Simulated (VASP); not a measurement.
# Mo (R-3m) in VASP: notebook, part 2 of 2

VASP 6.6.1. The steps go on from the part before.

## (3) Single point, PBE

This run uses another cell than the first one, of 13.26 Å³/atom, 0.759 times its volume.

File INCAR:

```
SYSTEM = Mo
PREC = Accurate
ENCUT = 520
EDIFF = 1E-7
ISMEAR = 0
SIGMA = 0.15
LREAL = .FALSE.
LASPH = .TRUE.
NELM = 80
ALGO = Fast
ISIF = 2
LWAVE = .FALSE.
LCHARG = .FALSE.
GGA = PE
NBANDS = 13
```

File KPOINTS:

```
Automatic mesh
0
G
  22 22 22
  0 0 0
```

File POSCAR:

```
Mo
1.0
   -1.6884447879      1.4974002787      1.4974002787
    1.4974002787     -1.6884447879      1.4974002787
    1.4974002787      1.4974002787     -1.6884447879
Mo
1
Direct
    0.0000000000      0.0000000000      0.0000000000
```

Potentials or basis: VASP PAW PBE potentials, release 64 (Mo_sv).

Command:

```bash
cat potpaw_PBE.64/Mo_sv/POTCAR > POTCAR
mpirun -np 1 vasp_std > vasp.out
```

OUTCAR:

```text
SYSTEM = Mo
   PREC = Accurate
   ENCUT = 520
   EDIFF = 1E-7
   ISMEAR = 0
   LREAL = .FALSE.
   LASPH = .TRUE.
   NELM = 80
   ISIF = 2
   GGA = PE

 ion  position               nearest neighbor table
   1  0.000  0.000  0.000-

  LATTYP: Found a trigonal (rhomboedric) cell.
 ALAT       =     2.7083686956
 COS(alpha) =    -0.3836738462

  Lattice vectors:

 A1 = (  -1.6884447879,   1.4974002787,   1.4974002787)
 A2 = (   1.4974002787,  -1.6884447879,   1.4974002787)
 A3 = (   1.4974002787,   1.4974002787,  -1.6884447879)

Analysis of symmetry for initial positions (statically):
=====================================================================
 Subroutine PRICEL returns:
 Original cell was already a primitive cell.

 Routine SETGRP: Setting up the symmetry group for a
 trigonal (rhombohedral) supercell.

 Subroutine GETGRP returns: Found 12 space group operations
 (whereof 12 operations were pure point group operations)
 out of a pool of 12 trial point group operations.

The static configuration has the point symmetry D_3d.

Analysis of symmetry for dynamics (positions and initial velocities):
=====================================================================
 Subroutine PRICEL returns:
 Original cell was already a primitive cell.

 Routine SETGRP: Setting up the symmetry group for a
 trigonal (rhombohedral) supercell.

 Subroutine GETGRP returns: Found 12 space group operations
 (whereof 12 operations were pure point group operations)
 out of a pool of 12 trial point group operations.

The dynamic configuration has the point symmetry D_3d.

 Subroutine INISYM returns: Found 12 space group operations
 (whereof 12 operations are pure point group operations),
 and found     1 'primitive' translations

----------------------------------------------------------------------------------------

                                     Primitive cell

  volume of cell :      13.2590

  direct lattice vectors                    reciprocal lattice vectors
    -1.688444788  1.497400279  1.497400279     0.045903779  0.359792239  0.359792239
     1.497400279 -1.688444788  1.497400279     0.359792239  0.045903779  0.359792239
     1.497400279  1.497400279 -1.688444788     0.359792239  0.359792239  0.045903779

  length of vectors
     2.708368696  2.708368696  2.708368696     0.510889486  0.510889486  0.510889486

  position of ions in fractional coordinates (direct lattice)
     0.000000000  0.000000000  0.000000000

  ion indices of the primitive-cell ions
   primitive index   ion index
                 1           1

----------------------------------------------------------------------------------------

 KPOINTS: Automatic mesh

Automatic generation of k-mesh.
 Grid dimensions read from file:
 generate k-points for:   22   22   22

 Generating k-lattice:

  Cartesian coordinates                     Fractional coordinates (reciprocal lattice)
     0.002086535  0.016354193  0.016354193     0.045454545  0.000000000  0.000000000
     0.016354193  0.002086535  0.016354193     0.000000000  0.045454545  0.000000000
     0.016354193  0.016354193  0.002086535     0.000000000  0.000000000  0.045454545

  Length of vectors
     0.023222249  0.023222249  0.023222249

  Shift w.r.t. Gamma in fractional coordinates (k-lattice)
     0.000000000  0.000000000  0.000000000

 Subroutine IBZKPT returns following result:
 ===========================================

 Found   1024 irreducible k-points:

 Following reciprocal coordinates:
            Coordinates               Weight
  0.000000  0.000000  0.000000      1.000000
  0.045455  0.000000  0.000000      6.000000
  0.090909  0.000000  0.000000      6.000000
  0.136364  0.000000  0.000000      6.000000
  0.181818  0.000000  0.000000      6.000000
  0.227273  0.000000  0.000000      6.000000
[... 16 lines left out ...]
  0.500000  0.045455  0.000000     12.000000
 -0.454545  0.045455 -0.000000     12.000000
 [... further k-points ...]
   k-points           NKPTS =   1024   k-points in BZ     NKDIM =   1024   number of bands    NBANDS=     13
   number of dos      NEDOS =    301   number of ions     NIONS =      1
   total plane-waves  NPLWV =   8000
   dimension x,y,z NGX =    20 NGY =   20 NGZ =   20
   dimension x,y,z NGXF=    40 NGYF=   40 NGZF=   40
   ions per type =               1
   NGX,Y,Z   is equivalent  to a cutoff of  12.28, 12.28, 12.28 a.u.
   NGXF,Y,Z  is equivalent  to a cutoff of  24.55, 24.55, 24.55 a.u.
 SYSTEM =  Mo
   PREC   = accura    normal or accurate (medium, high low for compatibility)
   ISTART =      0    job   : 0-new  1-cont  2-samecut
   ICHARG =      2    charge: 1-file 2-atom 10-const
   ISPIN  =      1    spin polarized calculation?
   LNONCOLLINEAR =      F non collinear calculations
   LSORBIT =      F    spin-orbit coupling
   LASPH  =      T    aspherical Exc in radial PAW
   ENCUT  =  520.0 eV  38.22 Ry    6.18 a.u.   5.04  5.04  5.04*2*pi/ulx,y,z
   NELM   =     80;   NELMIN=  2; NELMDL= -5     # of ELM steps
   EDIFF  = 0.1E-06   stopping-criterion for ELM
   LREAL  =      F    real-space projection
   EDIFFG = 0.1E-05   stopping-criterion for IOM
   NSW    =      0    number of steps for IOM
   IBRION =     -1    ionic relax: 0-MD 1-quasi-New 2-CG
   NFREE  =      0    steps in history (QN), initial steepest desc. (CG)
   ISIF   =      2    stress and relaxation
   ISYM   =      2    0-nonsym 1-usesym 2-fastsym
   POTIM  = 0.5000    time-step for ionic-motion
   TEBEG  =    0.0;   TEEND  =   0.0 temperature during run
   PSTRESS=    0.0 pullay stress
   NELECT =      14.0000    total number of electrons
   NUPDOWN=      -1.0000    fix difference up-down
   EMIN   =  10.00;   EMAX   =-10.00  energy-range for DOS
   EFERMI =   0.00;   METHOD = LEGACY
   ISMEAR =     0;   SIGMA  =   0.15  broadening in eV -4-tet -1-fermi 0-gaus
   EFERMI_NEDOS =   21; number of points for ismear=-14 and -15
   IALGO  =     68    algorithm
   IMIX   =      4    mixing-type and parameters
     AMIX     =   0.40;   BMIX     =  1.00
     AMIX_MAG =   1.60;   BMIX_MAG =  1.00
  volume/ion in A,a.u.               =      13.26        89.48
  Fermi-wavevector in a.u.,A,eV,Ry     =   1.667045  3.150258 37.811109  2.779038
  Thomas-Fermi vector in A             =   2.753135
   LORBIT       =      0    0 simple, 1 ext, 2 COOP (PROOUT), +10 PAW based schemes
   GGA     = PE    functional components
   LHFCALC =     F    Hartree Fock is set to
   AEXX    =    0.0000 exact exchange contribution
   IVDW    =     0    specifies the selected vdW correction
   LEPSILON=     F    determine dielectric tensor
   LRPA    =     F    only Hartree local field effects (RPA)
 non-spin polarized calculation
 RMM-DIIS sequential band-by-band and
 Gauss-broadening in eV      SIGMA  =   0.15
  energy-cutoff  :      520.00
  volume of cell :       13.26
 maximum number of plane-waves:       371
   NGX = 11   NGY = 11   NGZ = 11

 number of electron      14.0000004 magnetization

 Free energy of the ion-electron system (eV)
  ---------------------------------------------------
  ext. energy  EPLUGINS =         0.00000000
  ---------------------------------------------------
  free energy    TOTEN  =        -9.97828656 eV

  energy without entropy =       -9.97159210  energy(sigma->0) =       -9.97493933

 E-fermi :  15.4972     XC(G=0): -14.2980

 val. band max:       15.4950207863   @ k =   0.3636   0.0000   0.0000
 cond. band min:      15.5021662079   @ k =  -0.3182   0.4091   0.1364
 fundamental gap:      0.0071454216
 Fermi energy:        15.4972279805

 k-point     1 :       0.0000    0.0000    0.0000
  band No.  band energies     occupation
      1     -46.1686      2.00000
      2     -19.1249      2.00000
      3     -19.1249      2.00000
      4     -17.8082      2.00000
      5       7.7571      2.00000
      6      11.2381      2.00000
      7      13.9102      2.00000
      8      13.9102      2.00000
      9      18.7774      0.00000
     10      18.7774      0.00000
     11      28.0959      0.00000
     12      32.0766      0.00000
     13      32.0766      0.00000
[... 353 lines left out ...]
 k-point    24 :      -0.4545    0.0455   -0.0000
  band No.  band energies     occupation
      1     -45.2526      2.00000
      2     -21.8644      2.00000
      3     -19.5239      2.00000
      4     -18.8807      2.00000
      5       9.0458      2.00000
      6      11.5170      2.00000
      7      16.2208      0.00000
      8      16.9344      0.00000
      9      18.9930      0.00000
     10      21.0311      0.00000
     11      27.4925      0.00000
     12      31.6559      0.00000
     13      35.4844      0.00000

 [... further k-points ...]
[... 5 lines left out ...]
  --------------------------------------------------------------------------------------
  -------------------------------------------------------------------------------------
  Total        6.4523864      6.4523864      6.4523864      2.9168432      2.9168432      2.9168432
  in kB      779.6867955    779.6867955    779.6867955    352.4624794    352.4624794    352.4624794
  external PRESSURE =     779.6867955 kB  Pullay stress =       0.0000000 kB

 VOLUME and BASIS-vectors are now :
 -----------------------------------------------------------------------------
  energy-cutoff  :      520.00
  volume of cell :       13.26
      direct lattice vectors                 reciprocal lattice vectors
    -1.688444788  1.497400279  1.497400279     0.045903779  0.359792239  0.359792239
     1.497400279 -1.688444788  1.497400279     0.359792239  0.045903779  0.359792239
     1.497400279  1.497400279 -1.688444788     0.359792239  0.359792239  0.045903779

 POSITION                                       TOTAL-FORCE (eV/Angst)
 -----------------------------------------------------------------------------------
      0.00000      0.00000      0.00000         0.000000      0.000000      0.000000
 -----------------------------------------------------------------------------------
    total drift:                                0.000000     -0.000000      0.000000

  FREE ENERGIE OF THE ION-ELECTRON SYSTEM (eV)
  ---------------------------------------------------
  free  energy   TOTEN  =        -9.9782865623 eV

  energy  without entropy=       -9.9715920979  energy(sigma->0) =       -9.97493933
```

OSZICAR:

```text
N       E                     dE             d eps       ncg     rms          rms(c)
DAV:   1     0.949765109119E+02    0.94977E+02   -0.81426E+03 26950   0.113E+03
DAV:   2    -0.927983937864E+01   -0.10426E+03   -0.10017E+03 30569   0.319E+02
DAV:   3    -0.104103224546E+02   -0.11305E+01   -0.11282E+01 29659   0.331E+01
DAV:   4    -0.104127374860E+02   -0.24150E-02   -0.24150E-02 29764   0.184E+00
DAV:   5    -0.104127509259E+02   -0.13440E-04   -0.13442E-04 30119   0.123E-01    0.239E+01
RMM:   6    -0.100483197671E+02    0.36443E+00   -0.37137E-01 26695   0.601E+00    0.101E+01
RMM:   7    -0.998071139699E+01    0.67608E-01   -0.16170E-01 27544   0.399E+00    0.883E-01
RMM:   8    -0.997833550189E+01    0.23759E-02   -0.11195E-02 29850   0.117E+00    0.103E-01
RMM:   9    -0.997828820019E+01    0.47302E-04   -0.10075E-03 31011   0.372E-01    0.853E-02
RMM:  10    -0.997829219116E+01   -0.39910E-05   -0.12635E-04 30940   0.140E-01    0.250E-02
RMM:  11    -0.997828793172E+01    0.42594E-05   -0.27944E-05 30868   0.632E-02    0.656E-03
RMM:  12    -0.997828649954E+01    0.14322E-05   -0.53686E-06 31058   0.274E-02    0.135E-03
RMM:  13    -0.997828656232E+01   -0.62781E-07   -0.64550E-07 23595   0.771E-03
   1 F= -.99782866E+01 E0= -.99749393E+01  d E =-.669446E-02
```

Run time: 66 s. Hardware: 1 thread of Intel Xeon 6975P-C (Granite Rapids), shared host; peak memory 0.27 GiB.

What came out:

- Free energy: -9.9783 eV
- Pressure: 78.0 GPa
- Band gap on the k mesh: zero (band 7 reaches 19.03 eV, above the bottom of band 8 at 13.91 eV)

## (4) Single point, PBE

This run uses another cell than the first one, of 13.26 Å³/atom, 0.759 times its volume.

File INCAR:

```
SYSTEM = Mo
ALGO = Fast
EDIFF = 1E-6
ENCUT = 520
GGA = PE
ISIF = 2
ISMEAR = 0
LASPH = .TRUE.
LCHARG = .FALSE.
LREAL = .FALSE.
LWAVE = .FALSE.
NBANDS = 13
NELM = 100
PREC = Accurate
SIGMA = 0.15
```

File KPOINTS:

```
k-points
0
G
  22 22 22
  0 0 0
```

File POSCAR:

```
Mo
1.0
   -2.0899893020      1.5463557211      1.5463557211
    1.5463557211     -2.0899893020      1.5463557211
    1.5463557211      1.5463557211     -2.0899893020
Mo
1
Direct
    0.0000000000      0.0000000000      0.0000000000
```

Command:

```bash
cat potpaw_PBE.64/Mo_sv/POTCAR > POTCAR
mpirun -np 1 vasp_std > vasp.out
```

It took 63 s on 1 thread of Intel Xeon 6975P-C (Granite Rapids), shared host; peak memory 0.28 GiB.

The run converged. Its results:

- Free energy: -2.3349 eV
- Pressure: 264.8 GPa
- Band gap on the k mesh: zero (band 7 reaches 18.27 eV, above the bottom of band 8 at 11.73 eV)

Stress tensor (GPa, compression positive):
```
264.81 244.02 244.02
244.02 264.81 244.02
244.02 244.02 264.81
```

Levels at points of the mesh, in eV from the Fermi level:
```
           k point  band 4  band 5  band 6  band 7  band 8  band 9  band 10  band 11
(0.00, 0.00, 0.00)  -26.83  -10.66   -4.16   -4.16   -3.54    8.87    11.57    11.57
(0.50, 0.00, 0.00)  -33.50   -9.46   -8.46    1.69    2.79    5.70     6.24    12.00
(0.50, 0.50, 0.00)  -26.85   -8.38   -5.69   -0.80    0.04    7.29    10.53    11.65
(0.50, 0.50, 0.50)  -33.75   -9.66   -9.66    3.00    3.00   10.51    10.51    10.72
```

## (5) Overview

| cell | further INCAR settings | gap on the mesh (eV) | pressure (GPa) |
| --- | --- | --- | --- |
| a = 3.316 Å, angles 116.4°, 1 atom | ALGO = Fast; EDIFF = 1e-06; NBANDS = 13 | none | 85.5 |
| a = 2.708 Å, angles 112.6°, 1 atom | ALGO = Fast; EDIFF = 1e-07; NBANDS = 13 | none | 78.0 |
| a = 3.025 Å, angles 116.4°, 1 atom | ALGO = Fast; EDIFF = 1e-06; NBANDS = 13 | none | 264.8 |

Alike in all rows: task single point; level PBE; potentials or basis VASP PAW PBE potentials, release 64 (Mo_sv); no spin polarisation; k mesh 22 × 22 × 22; cutoff (eV) 520; smearing gaussian 0.15 eV.

Absolute energies hang on the potentials; compare differences alone.
